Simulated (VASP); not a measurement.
# Fe (P4/nmm) in VASP: notebook

Runs on Fe. Level: PBE. Tasks: single point.

Program: VASP 6.6.1. These are calculated values, not measurements. Logs are shortened: lines on timing, memory, paths and dates and some standing lists are left out, and cuts for length are marked.

### Step 1. The cell of the first run

Symmetry: P4/nmm, No. 129, tetragonal system. Conventional cell: a = 2.866 Å, b = 2.866 Å, c = 2.866 Å, α = 90.00°, β = 90.00°, γ = 90.00°. Fe (site symmetry 4mm) has 14 Fe at 2.44 to 2.87 Å within 3.2 Å.

### Step 2. Single point, PBE, non-collinear spin, typed start

INCAR reads:

```
PREC     = Accurate       # precision mode
ENCUT    = 520            # plane-wave cutoff, eV
EDIFF    = 1E-7           # SCF threshold, eV
ISMEAR   = -1             # smearing method
SIGMA    = 0.27211386245988 # smearing width, eV
LREAL    = False          # projectors in reciprocal space
LASPH    = True           # aspherical terms in the spheres
NELM     = 150            # most SCF steps
ALGO     = Normal         # electronic algorithm
ISIF     = 2              # what is computed and relaxed
LWAVE    = False          # write WAVECAR
LCHARG   = False          # write CHGCAR
LNONCOLLINEAR= True           # non-collinear magnetism
MAGMOM   = 0 0 2 0.347 0 1.97 # initial moments
LORBIT   = 11             # projections on sites
LMAXMIX  = 4              # l up to which the mixer works
GGA      = PE             # functional
NBANDS   = 28             # bands
```

KPOINTS reads:

```
regular mesh
0
Gamma
  2 2 2
```

POSCAR reads:

```
Fe
1.0
    2.8660000000      0.0000000000      0.0000000000
    0.0000000000      2.8660000000      0.0000000000
    0.0000000000      0.0000000000      2.8660000000
Fe
2
Direct
   -0.0034891835      0.0000000000      0.0000000000
    0.5200000000      0.5000000000      0.5000000000
```

Potentials or basis: VASP PAW PBE potentials, release 64 (Fe).

Command:

```bash
> cat potpaw_PBE.64/Fe/POTCAR > POTCAR
> mpirun -np 1 vasp_ncl > vasp.out
```

OUTCAR:

```text
PREC = Accurate
   ENCUT = 520
   EDIFF = 1E-7
   ISMEAR = -1
   LREAL = False
   LASPH = True
   NELM = 150
   ISIF = 2
   LNONCOLLINEAR = True
   LORBIT = 11
   GGA = PE

 ion  position               nearest neighbor table
   1  0.997  0.000  0.000-   2 2.44   2 2.44   2 2.44   2 2.44   2 2.52   2 2.52   2 2.52   2 2.52

   2  0.520  0.500  0.500-   1 2.44   1 2.44   1 2.44   1 2.44   1 2.52   1 2.52   1 2.52   1 2.52

  LATTYP: Found a simple cubic cell.
 ALAT       =     2.8660000000

  Lattice vectors:

 A1 = (   2.8660000000,   0.0000000000,   0.0000000000)
 A2 = (   0.0000000000,   2.8660000000,   0.0000000000)
 A3 = (   0.0000000000,   0.0000000000,   2.8660000000)

Analysis of symmetry for initial positions (statically):
=====================================================================
 Subroutine PRICEL returns:
 Original cell was already a primitive cell.

 Routine SETGRP: Setting up the symmetry group for a
 simple cubic supercell.

 Subroutine GETGRP returns: Found 16 space group operations
 (whereof  8 operations were pure point group operations)
 out of a pool of 48 trial point group operations.

The static configuration has the point symmetry C_4v.
 The point group associated with its full space group is D_4h.

Analysis of symmetry for dynamics (positions and initial velocities):
=====================================================================
 Subroutine PRICEL returns:
 Original cell was already a primitive cell.

 Routine SETGRP: Setting up the symmetry group for a
 simple cubic supercell.

 Subroutine GETGRP returns: Found 16 space group operations
 (whereof  8 operations were pure point group operations)
 out of a pool of 48 trial point group operations.

The dynamic configuration has the point symmetry C_4v.
 The point group associated with its full space group is D_4h.

Analysis of structural, dynamic, and magnetic symmetry:
=====================================================================
 Subroutine PRICEL returns:
 Original cell was already a primitive cell.

 Routine SETGRP: Setting up the symmetry group for a
 simple cubic supercell.

 Subroutine GETGRP returns: Found  1 space group operations
 (whereof  1 operations were pure point group operations)
 out of a pool of 48 trial point group operations.

The overall configuration has the point symmetry C_1 .

 Subroutine INISYM returns: Found  1 space group operations
 (whereof  1 operations are pure point group operations),
 and found     1 'primitive' translations

----------------------------------------------------------------------------------------

                                     Primitive cell

  volume of cell :      23.5412

  direct lattice vectors                    reciprocal lattice vectors
     2.866000000  0.000000000  0.000000000     0.348918353  0.000000000  0.000000000
     0.000000000  2.866000000  0.000000000     0.000000000  0.348918353  0.000000000
     0.000000000  0.000000000  2.866000000     0.000000000  0.000000000  0.348918353

  length of vectors
     2.866000000  2.866000000  2.866000000     0.348918353  0.348918353  0.348918353

  position of ions in fractional coordinates (direct lattice)
     0.996510816  0.000000000  0.000000000
     0.520000000  0.500000000  0.500000000

  ion indices of the primitive-cell ions
   primitive index   ion index
                 1           1
                 2           2

----------------------------------------------------------------------------------------

 KPOINTS: regular mesh

Automatic generation of k-mesh.
 Grid dimensions read from file:
 generate k-points for:    2    2    2

 Generating k-lattice:

  Cartesian coordinates                     Fractional coordinates (reciprocal lattice)
     0.174459177  0.000000000  0.000000000     0.500000000  0.000000000  0.000000000
     0.000000000  0.174459177  0.000000000     0.000000000  0.500000000  0.000000000
     0.000000000  0.000000000  0.174459177     0.000000000  0.000000000  0.500000000

  Length of vectors
     0.174459177  0.174459177  0.174459177

  Shift w.r.t. Gamma in fractional coordinates (k-lattice)
     0.000000000  0.000000000  0.000000000

 Subroutine IBZKPT returns following result:
 ===========================================

 Found      8 irreducible k-points:

 Following reciprocal coordinates:
            Coordinates               Weight
  0.000000  0.000000  0.000000      1.000000
  0.500000  0.000000  0.000000      1.000000
  0.000000  0.500000  0.000000      1.000000
  0.000000  0.000000  0.500000      1.000000
  0.500000  0.500000  0.000000      1.000000
  0.000000  0.500000  0.500000      1.000000
  0.500000  0.000000  0.500000      1.000000
  0.500000  0.500000  0.500000      1.000000
   k-points           NKPTS =      8   k-points in BZ     NKDIM =      8   number of bands    NBANDS=     28
   number of dos      NEDOS =    301   number of ions     NIONS =      2
   total plane-waves  NPLWV =  13824
   dimension x,y,z NGX =    24 NGY =   24 NGZ =   24
   dimension x,y,z NGXF=    48 NGYF=   48 NGZF=   48
   ions per type =               2
   NGX,Y,Z   is equivalent  to a cutoff of  13.92, 13.92, 13.92 a.u.
   NGXF,Y,Z  is equivalent  to a cutoff of  27.84, 27.84, 27.84 a.u.
 SYSTEM =  unknown system
   PREC   = accura    normal or accurate (medium, high low for compatibility)
   ISTART =      0    job   : 0-new  1-cont  2-samecut
   ICHARG =      2    charge: 1-file 2-atom 10-const
   ISPIN  =      1    spin polarized calculation?
   LNONCOLLINEAR =      T non collinear calculations
   LSORBIT =      F    spin-orbit coupling
   LASPH  =      T    aspherical Exc in radial PAW
   ENCUT  =  520.0 eV  38.22 Ry    6.18 a.u.   5.33  5.33  5.33*2*pi/ulx,y,z
   NELM   =    150;   NELMIN=  2; NELMDL= -5     # of ELM steps
   EDIFF  = 0.1E-06   stopping-criterion for ELM
   LREAL  =      F    real-space projection
   EDIFFG = 0.1E-05   stopping-criterion for IOM
   NSW    =      0    number of steps for IOM
   IBRION =     -1    ionic relax: 0-MD 1-quasi-New 2-CG
   NFREE  =      0    steps in history (QN), initial steepest desc. (CG)
   ISIF   =      2    stress and relaxation
   ISYM   =      2    0-nonsym 1-usesym 2-fastsym
   POTIM  = 0.5000    time-step for ionic-motion
   TEBEG  =    0.0;   TEEND  =   0.0 temperature during run
   PSTRESS=    0.0 pullay stress
   NELECT =      16.0000    total number of electrons
   NUPDOWN=      -1.0000    fix difference up-down
   EMIN   =  10.00;   EMAX   =-10.00  energy-range for DOS
   EFERMI =   0.00;   METHOD = LEGACY
   ISMEAR =    -1;   SIGMA  =   0.27  broadening in eV -4-tet -1-fermi 0-gaus
   EFERMI_NEDOS =   21; number of points for ismear=-14 and -15
   IALGO  =     38    algorithm
   IMIX   =      4    mixing-type and parameters
     AMIX     =   0.40;   BMIX     =  1.00
     AMIX_MAG =   1.60;   BMIX_MAG =  1.00
  volume/ion in A,a.u.               =      11.77        79.43
  Fermi-wavevector in a.u.,A,eV,Ry     =   1.439368  2.720012 28.188298  2.071781
  Thomas-Fermi vector in A             =   2.558232
   LORBIT       =     11    0 simple, 1 ext, 2 COOP (PROOUT), +10 PAW based schemes
   GGA     = PE    functional components
   LHFCALC =     F    Hartree Fock is set to
   AEXX    =    0.0000 exact exchange contribution
   IVDW    =     0    specifies the selected vdW correction
   LEPSILON=     F    determine dielectric tensor
   LRPA    =     F    only Hartree local field effects (RPA)
  energy-cutoff  :      520.00
  volume of cell :       23.54
 maximum number of plane-waves:      1284
 NGX is ok and might be reduce to    24
   NGX = 11   NGY = 11   NGZ = 11

 number of electron      15.9999993 magnetization       0.3868151      0.0103077      4.4113799

 number of electron      15.9999993 magnetization       0.4072427     -0.0027490      4.6660467

 Free energy of the ion-electron system (eV)
  ---------------------------------------------------
  ext. energy  EPLUGINS =         0.00000000
  ---------------------------------------------------
  free energy    TOTEN  =       -14.97602873 eV

  energy without entropy =      -13.96498984  energy(sigma->0) =      -14.47050929

 E-fermi :   5.8819     XC(G=0): -12.8993

 val. band max:        5.8284615826   @ k =   0.0000   0.0000   0.0000
 cond. band min:       5.9205690799   @ k =   0.5000   0.0000   0.0000
 fundamental gap:      0.0921074974
 Fermi energy:         5.8818836303

 k-point     1 :       0.0000    0.0000    0.0000
  band No.  band energies     occupation
      1      -2.9831      1.00000
      2      -2.3458      1.00000
      3       0.8804      1.00000
      4       0.8983      1.00000
      5       2.8416      0.99999
      6       2.8550      0.99999
[... 20 lines left out ...]
     27      15.6600      0.00000
     28      15.7115      0.00000
[... 187 lines left out ...]
 k-point     8 :       0.5000    0.5000    0.5000
  band No.  band energies     occupation
      1       2.4214      1.00000
      2       2.4214      1.00000
      3       2.4668      1.00000
      4       2.4668      1.00000
      5       2.4911      1.00000
      6       2.4911      1.00000
[... 20 lines left out ...]
     27      14.6827      0.00000
     28      14.6827      0.00000

------------------------ aborting loop because EDIFF is reached ----------------------------------------

  FORCE on cell =-STRESS in cart. coord.  units (eV):
  Direction    XX          YY          ZZ          XY          YZ          ZX
  --------------------------------------------------------------------------------------
  -------------------------------------------------------------------------------------
  Total        1.2680095      1.4233505      1.4229828     -0.0000021     -0.0000023      0.0000016
  in kB       86.2987561     96.8710215     96.8459968     -0.0001439     -0.0001542      0.0001118
  external PRESSURE =      93.3385915 kB  Pullay stress =       0.0000000 kB

 VOLUME and BASIS-vectors are now :
 -----------------------------------------------------------------------------
  energy-cutoff  :      520.00
  volume of cell :       23.54
      direct lattice vectors                 reciprocal lattice vectors
     2.866000000  0.000000000  0.000000000     0.348918353  0.000000000  0.000000000
     0.000000000  2.866000000  0.000000000     0.000000000  0.348918353  0.000000000
     0.000000000  0.000000000  2.866000000     0.000000000  0.000000000  0.348918353

 POSITION                                       TOTAL-FORCE (eV/Angst)
 -----------------------------------------------------------------------------------
      2.85600      0.00000      0.00000         0.140538      0.000000     -0.000000
      1.49032      1.43300      1.43300        -0.140538     -0.000000      0.000000
 -----------------------------------------------------------------------------------
    total drift:                               -0.000249      0.000003      0.000004

  FREE ENERGIE OF THE ION-ELECTRON SYSTEM (eV)
  ---------------------------------------------------
  free  energy   TOTEN  =       -14.9760287350 eV

  energy  without entropy=      -13.9649898420  energy(sigma->0) =      -14.47050929

 total charge

# of ion       s       p       d       tot
------------------------------------------
    1        0.470   0.505   6.246   7.220
    2        0.470   0.505   6.246   7.220
--------------------------------------------------
tot          0.940   1.009  12.492  14.440

 magnetization (x)

# of ion       s       p       d       tot
------------------------------------------
    1        0.001   0.010   0.177   0.188
    2        0.001   0.010   0.194   0.205
--------------------------------------------------
tot          0.001   0.020   0.371   0.392

 magnetization (y)

# of ion       s       p       d       tot
------------------------------------------
    1       -0.000  -0.000  -0.001  -0.001
    2       -0.000  -0.000  -0.001  -0.001
--------------------------------------------------
tot         -0.000  -0.000  -0.003  -0.003

 magnetization (z)

# of ion       s       p       d       tot
------------------------------------------
    1        0.008   0.115   2.126   2.249
    2        0.008   0.115   2.124   2.247
--------------------------------------------------
tot          0.016   0.229   4.250   4.496
```

Wall time 65 s (1 thread of Intel Xeon Platinum 8559C (Emerald Rapids), shared host); peak memory 0.19 GiB.

Results:

```yaml
Free_energy: -14.9760 eV
Pressure: 9.3 GPa
Largest_force: 0.141 eV/Å
Band_gap_on_the_k_mesh: zero (band 16 reaches 6.07 eV, above the bottom of band 17 at 5.64 eV)
Net_moment: 4.68 μB per cell
Valence_electrons_inside_the_program's_atomic_spheres: Fe 7.22
```

Forces in eV/Å, atoms in the order of the input:
```
Fe   0.141  0.000  0.000
Fe  -0.141  0.000  0.000
```

Moments on the atoms (μB; x, y, z):
```
Fe  0.19 0.00 2.25
Fe  0.20 0.00 2.25
```

Caveat: the k points lie up to 1.10 Å⁻¹ apart.

### Step 3. Single point, PBE, non-collinear spin, typed start

INCAR reads:

```
SYSTEM = Fe
  ALGO = Normal
  EDIFF = 1E-6
  ENCUT = 520
  GGA = PE
  ISIF = 2
  ISMEAR = -1
  LASPH = .TRUE.
  LCHARG = .FALSE.
  LMAXMIX = 4
  LNONCOLLINEAR = .TRUE.
  LORBIT = 11
  LREAL = .FALSE.
  LWAVE = .FALSE.
  MAGMOM = 0 0 2 0.518 0 1.932
  NBANDS = 28
  NELM = 150
  PREC = Accurate
  SIGMA = 0.27211386245988
```

KPOINTS reads:

```
k-points
0
G
  2 2 2
  0 0 0
```

POSCAR is that of step 2.

Potentials or basis: VASP PAW PBE potentials, release 64 (Fe).

Command:

```bash
> cat potpaw_PBE.64/Fe/POTCAR > POTCAR
> mpirun -np 1 vasp_ncl > vasp.out
```

It took 54 s on 1 thread of Intel Xeon Platinum 8559C (Emerald Rapids), shared host; peak memory 0.19 GiB.

Results (log left out):

- Free energy: -14.9724 eV
- Pressure: 9.4 GPa
- Largest force: 0.216 eV/Å
- Band gap on the k mesh: zero (band 16 reaches 6.20 eV, above the bottom of band 17 at 5.62 eV)
- Net moment: 4.26 μB per cell
- Valence electrons inside the program's atomic spheres: Fe 7.22

Forces in eV/Å, atoms in the order of the input:
```
Fe   0.216  0.000  0.000
Fe  -0.216  0.000  0.000
```

Stress tensor (GPa, compression positive):
```
8.76 0.00 0.00
0.00 9.71 0.00
0.00 0.00 9.70
```

Levels at points of the mesh, in eV from the Fermi level:
```csv
k point,band 11,band 12,band 13,band 14,band 15,band 16,band 17,band 18,band 19,band 20
"(0.00, 0.00, 0.00)",-1.12,-0.95,-0.93,-0.93,0.15,0.15,0.17,1.23,1.28,1.84
"(0.50, 0.00, 0.00)",-1.51,-1.17,-1.15,-0.70,-0.34,-0.29,-0.29,-0.27,-0.27,-0.02
"(0.00, 0.50, 0.00)",-1.32,-1.32,-0.99,-0.99,-0.32,-0.32,-0.21,-0.21,-0.17,-0.17
"(0.00, 0.00, 0.50)",-1.32,-1.32,-0.99,-0.99,-0.32,-0.32,-0.21,-0.21,-0.17,-0.17
"(0.50, 0.50, 0.00)",-1.17,-1.17,-0.08,-0.08,0.30,0.30,0.39,0.39,1.16,1.16
"(0.00, 0.50, 0.50)",-1.17,-1.17,-0.11,-0.11,0.27,0.27,0.42,0.42,1.10,1.10
"(0.50, 0.00, 0.50)",-1.17,-1.17,-0.08,-0.08,0.30,0.30,0.39,0.39,1.16,1.16
"(0.50, 0.50, 0.50)",-1.99,-1.99,-1.13,-1.13,-1.13,-1.13,1.63,1.63,1.64,1.64
```

Moments on the atoms (μB; x, y, z):
```
Fe  -0.69  0.00  2.16
Fe   1.23  0.00  1.91
```

Caveat: the k points lie up to 1.10 Å⁻¹ apart.
